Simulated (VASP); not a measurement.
Wanted: the native input for a VASP 6.6.1 run.

| Property | Result |
| --- | --- |
| Task | single point |
| Functional | r2SCAN |
| Potentials or basis | VASP PAW PBE potentials, release 64 (Ba_sv, F) |
| Cutoff | 660 eV |
| k mesh | 6 × 6 × 6 |
| Occupations | gaussian, width 0.01 eV |
| Spin | no spin polarisation |
| Dipole correction | no |
| Further INCAR settings | ALGO = Normal; EDIFF = 1e-06; NBANDS = 19 |

BaF2:

```
Ba F
1.0
     0.00000    3.09716    3.09716
     3.09716    0.00000    3.09716
     3.09716    3.09716    0.00000
Ba F
1 2
Cartesian
  0.0000 0.0000 0.0000
  1.5486 1.5486 1.5486
  4.6457 4.6457 4.6457
```

These files were run (other wordings do the same):

POSCAR

```
BaF2
1.0
    0.0000000000      3.0971637732      3.0971637732
    3.0971637732      0.0000000000      3.0971637732
    3.0971637732      3.0971637732      0.0000000000
Ba F
1 2
Direct
    0.0000000000      0.0000000000      0.0000000000
    0.2500000000      0.2500000000      0.2500000000
    0.7500000000      0.7500000000      0.7500000000
```

INCAR.step1

```
PREC = Accurate ; ENCUT = 660
ISMEAR = 0 ; SIGMA = 0.01
LREAL = F ; LASPH = T
NELM = 120 ; NBANDS = 19
GGA = PE ; ALGO = Normal
EDIFF = 1E-5 ; LWAVE = T
LCHARG = F ; GGA_COMPAT = F
```

INCAR.step2

```
PREC = Accurate ; ENCUT = 660
EDIFF = 1E-6 ; ISMEAR = 0
SIGMA = 0.01 ; LREAL = F
LASPH = T ; NELM = 120
ALGO = Normal ; ISIF = 2
LWAVE = F ; LCHARG = T
METAGGA = R2SCAN ; LMIXTAU = T
LELF = T ; LVHAR = T
NBANDS = 19 ; ISTART = 1
GGA_COMPAT = F
```

KPOINTS

```
regular mesh
0
Gamma
  6 6 6
```

Potentials or basis: VASP PAW PBE potentials, release 64 (Ba_sv, F).

The run is started by

```sh
$ cat potpaw_PBE.64/Ba_sv/POTCAR potpaw_PBE.64/F/POTCAR > POTCAR
$ cp INCAR.step1 INCAR
$ mpirun -np 1 vasp_std > vasp.out
$ cp INCAR.step2 INCAR
$ mpirun -np 1 vasp_std > vasp.out
```

Results of the run:

- Pressure: 0.9 GPa
- Band gap on the k mesh: 7.36 eV (least direct gap 7.43 eV)

Caveat: the PAW data sets were made with another functional, which shifts forces and pressure a little; spin-orbit coupling is left out, which moves the levels of the heavy elements.

Run time: 3.6 min on 1 thread of Intel Xeon 8259CL, with other jobs on the host, peak memory 0.27 GiB.
